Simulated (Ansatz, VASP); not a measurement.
**Hf in VASP and in Ansatz**

INCAR

```
SYSTEM = Hf
ALGO = Fast
EDIFF = 1E-6
ENCUT = 520
GGA = PE
ISIF = 2
ISMEAR = 0
LASPH = .True.
LCHARG = .False.
LREAL = .False.
LWAVE = .False.
NBANDS = 17
NELM = 60
PREC = Accurate
SIGMA = 0.15
```

The input KPOINTS:

```
k-points
0
Gamma
  18 18 10
  0 0 0
```

Contents of POSCAR:

```
Hf
1.0
    3.1487480463      0.0000000000      0.0000000000
   -1.5743740232      2.7268957982      0.0000000000
    0.0000000000      0.0000000000      5.2095340000
Hf
2
Direct
    0.3333333333      0.6666666667      0.2500000000
    0.6666666667      0.3333333333      0.7500000000
```

Input for Ansatz:

```yaml
crystal:
  lattice:
    - [3.1487480463, 0.0, 0.0]
    - [-1.5743740232, 2.7268957982, 0.0]
    - [0.0, 0.0, 5.209534]
  atoms:
    - { symbol: Hf, position: [0.3333333333, 0.6666666667, 0.25] }
    - { symbol: Hf, position: [0.6666666667, 0.3333333333, 0.75] }
basis:
  ecutwfc: 420
kpoints:
  mp_grid: { grid: [18, 18, 10] }
hamiltonian:
  xc: pbe
scf:
  occupations: { method: gaussian, width: 0.15 }
output:
  forces: true
  stress: true
  eigenvalues: true
```

Change from the starting cell: strain -0.015 along x and y, +0.030 along z, atoms carried along.

Alike in both runs: task single point; functional PBE; k mesh 18 × 18 × 10; occupations gaussian, width 0.15 eV; no spin polarisation.

|  | VASP | Ansatz |
| --- | --- | --- |
| version | VASP 6.6.1 | Ansatz 0.2.0 |
| potentials or method | VASP PAW PBE potentials, release 64 (Hf_pv), cutoff 520 eV | scalar-relativistic, plane waves, PAW |
| valence electrons in the cell | 20 | 52 |

Ansatz gave:

```
gap on the k mesh at the Fermi level (eV)                     : none
pressure (GPa)                                                : 0.8
traceless stress, the component that is largest in VASP (GPa) : -3.68
```

Q: What did VASP give for the same quantities?

A: gap on the k mesh at the Fermi level (eV): none; pressure (GPa): 0.3; traceless stress, the component that is largest in VASP (GPa): -3.73.

A gap of «none» marks a metal or a gap that the smearing closes. VASP's potentials hold 20 valence electrons a cell and Ansatz's 52, so a difference there can come from the potentials and not from the codes.

Neither program's run includes spin-orbit coupling.
